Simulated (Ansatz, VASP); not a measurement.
**Nb: VASP beside Ansatz**

```
Nb
1.0
     2.71757    0.00000    0.00000
    -1.35878    2.35348    0.00000
     0.00000    0.00000    4.96932
Nb
2
Direct
  0.33333 0.66667 0.25000
  0.66667 0.33333 0.75000
```

Alike in both runs: task single point; functional PBEsol; k mesh 14 × 14 × 7; occupations fermi-dirac, width 0.1 eV; no spin polarisation.

```csv
,VASP,Ansatz
version,VASP 6.6.1,Ansatz 0.2.0
potentials or method,"VASP PAW PBE potentials, release 64 (Nb_sv), cutoff 520 eV","plane waves (420 eV) with PAW, scalar-relativistic"
valence electrons in the cell,26,26
```

```csv
,VASP,Ansatz,Ansatz less VASP
pressure (GPa),27.4,27.7,+0.30
"traceless stress, the component that is largest in VASP (GPa)",-0.92,-0.86,+0.062
```

VASP's potentials were made for PBE, not for PBEsol, and Ansatz warns of the same on its side.
